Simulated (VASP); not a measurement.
Wanted: the native input for a VASP 6.6.1 run.

| Quantity | Value |
| --- | --- |
| Task | single point |
| Functional | PBE |
| Potentials or basis | VASP PAW PBE potentials, release 64 (Ru_pv, Al) |
| Cutoff | 520 eV |
| k mesh | 14 × 14 × 12 |
| Occupations | fermi-dirac, width 0.1 eV |
| Spin | no spin polarisation |
| Dipole correction | no |
| Further INCAR settings | ALGO = Normal; EDIFF = 1e-07; NBANDS = 16 |

The structure of AlRu (WC type) lies in POSCAR:

```
AlRu
1.0
    2.7635733333      0.0000000000      0.0000000000
   -1.3817866666      2.3933247119      0.0000000000
    0.0000000000      0.0000000000      3.7837739068
Ru Al
1 1
Direct
    0.0000000000      0.0000000000      0.0000000000
    0.3333333333      0.6666666667      0.5000000000
```

One way to write it, as run:

INCAR

```
SYSTEM = AlRu
ALGO = Normal
EDIFF = 1E-7
ENCUT = 520
GGA = PE
ISIF = 2
ISMEAR = -1
LASPH = .True.
LCHARG = .False.
LREAL = .False.
LWAVE = .False.
NBANDS = 16
NELM = 80
PREC = Accurate
SIGMA = 0.1
```

KPOINTS

```
k-points
0
Gamma
  14 14 12
  0 0 0
```

Potentials or basis: VASP PAW PBE potentials, release 64 (Ru_pv, Al).

Run with:

```console
$ cat potpaw_PBE.64/Ru_pv/POTCAR potpaw_PBE.64/Al/POTCAR > POTCAR
$ mpirun -np 1 vasp_std > vasp.out
```

Results of the run:

| Quantity | Value |
| --- | --- |
| Pressure | 30.2 GPa |
| Band gap on the k mesh | zero (an odd number of electrons rules out a gap without spin polarisation) |

Caveat: the cell stands under pressure; an empty level that is flat over the whole mesh can mark a ghost state of the potentials, or a narrow d or f band.

Wall time 73 s on 1 thread of Intel Xeon 8259CL, with other jobs on the host, peak memory 0.19 GiB.
